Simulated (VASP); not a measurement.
Wanted: the native input for a VASP 6.6.1 run.

* Task: electric field gradients
* Functional: PBE
* Potentials or basis: VASP PAW PBE potentials, release 64 (Sb)
* Cutoff: 400 eV
* k mesh: 9 × 9 × 9
* Occupations: fermi-dirac, width 0.05 eV
* Spin: no spin polarisation
* Dipole correction: no
* Further INCAR settings: ALGO = Normal; EDIFF = 1e-08; NBANDS = 12

The structure of Sb lies in POSCAR:

```
Sb
1.0
    2.1506003320      1.2416496806      3.8188800000
   -2.1506003320      1.2416496806      3.8188800000
    0.0000000000     -2.4832993611      3.8188800000
Sb
2
Direct
    0.2336400000      0.2336400000      0.2336400000
    0.7663600000      0.7663600000      0.7663600000
```

This cell differs from its parent crystal: zz strain of +2 %.

These files were run (other wordings do the same):

INCAR

```
SYSTEM = Sb
  PREC = Accurate
  ENCUT = 400
  EDIFF = 1E-8
  ISMEAR = -1
  SIGMA = 0.05
  LREAL = .False.
  LASPH = .True.
  NELM = 120
  ALGO = Normal
  ISIF = 2
  LWAVE = .False.
  LCHARG = .False.
  GGA = PE
  LEFG = .True.
  NBANDS = 12
  GGA_COMPAT = .False.
```

KPOINTS

```
regular mesh
0
Gamma
  9 9 9
  0 0 0
```

Potentials or basis: VASP PAW PBE potentials, release 64 (Sb).

Launch:

```sh
$ cat potpaw_PBE.64/Sb/POTCAR > POTCAR
$ mpirun -np 1 vasp_std > vasp.out
```

Results of the run:

| Item | Value |
| --- | --- |
| Pressure | 2.1 GPa |
| Largest force | 0.110 eV/Å |
| Band gap on the k mesh | 0.06 eV, indirect (least direct gap 0.51 eV) |

Caveat: the cell differs from its parent crystal (zz strain of +2 %); without QUAD_EFG the Cq values of the log hold for a quadrupole moment of 1 mb, not for the nuclei; spin-orbit coupling is left out, which moves the levels of the heavy elements.

Run time: 39 s on 1 thread of Intel(R) Xeon(R) Platinum 8488C (Sapphire Rapids), with other jobs on the host, peak memory 0.18 GiB.
